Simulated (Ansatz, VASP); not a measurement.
In: VASP beside Ansatz

File INCAR:

```
  ALGO = Normal
  EDIFF = 1E-7
  EDIFFG = -0.01
  ENCUT = 600
  GGA = PS
  IBRION = 2
  ISIF = 3
  ISMEAR = -1
  IVDW = 12
  LASPH = True
  LCHARG = False
  LREAL = False
  LWAVE = False
  NELM = 60
  NSW = 60
  PREC = Accurate
  SIGMA = 0.05
```

File KPOINTS:

```
k-points
0
Gamma
  9 9 5
```

The input POSCAR:

```
In
1.0
    3.3354847820      0.0000000000      0.0000000000
   -1.6677423910      2.8886145552      0.0000000000
    0.0000000000      0.0000000000      5.5091429200
In
2
Direct
    0.6666666667      0.3333333333      0.7500000000
    0.3333333333      0.6666666667      0.2500000000
```

input.yaml

```yaml
crystal:
  lattice:
    - [3.335484782, 0.0, 0.0]
    - [-1.667742391, 2.8886145552, 0.0]
    - [0.0, 0.0, 5.50914292]
  atoms:
    - { symbol: In, position: [0.6666666667, 0.3333333333, 0.75] }
    - { symbol: In, position: [0.3333333333, 0.6666666667, 0.25] }
hamiltonian:
  xc: pbesol
  pseudopotentials: { kind: paw }
  dispersion: d3bj
kpoints:
  mp_grid: { grid: [9, 9, 5] }
scf:
  occupations: { method: fermi_dirac, width: 0.05 }
output:
  forces: true
  stress: true
  eigenvalues: true
relax:
  f_tol: 0.01
  max_steps: 40
  cell: { stress_tol: 0.05 }
```

Alike in both runs: task relaxation of cell and atoms; functional PBEsol; dispersion D3(BJ); k mesh 9 × 9 × 5; occupations fermi-dirac, width 0.05 eV; no spin polarisation.

|  | VASP | Ansatz |
| --- | --- | --- |
| version | VASP 6.6.1 | Ansatz 0.2.0 |
| potentials or method | VASP PAW PBE potentials, release 64 (In_d) | Ansatz PAW |
| plane-wave cutoff (eV) | 600 | 420 |
| valence electrons in the cell | 26 | 26 |

Ansatz gave:

- gap on the k mesh at the Fermi level, each at its own relaxed structure (eV): none
- relaxed volume (Å³/atom): 24.32
- relaxed cell length with the largest relative difference (Å): 5.299

Which values does VASP return?

gap on the k mesh at the Fermi level, each at its own relaxed structure (eV): none; relaxed volume (Å³/atom): 24.30; relaxed cell length with the largest relative difference (Å): 5.298.

VASP's potentials were made for PBE, not for PBEsol. A gap of «none» marks a metal or a gap that the smearing closes.

Noted on Ansatz's run: the plane-wave basis is chosen anew once the cell has moved, so the energies of steps on either side of that aren't comparable.
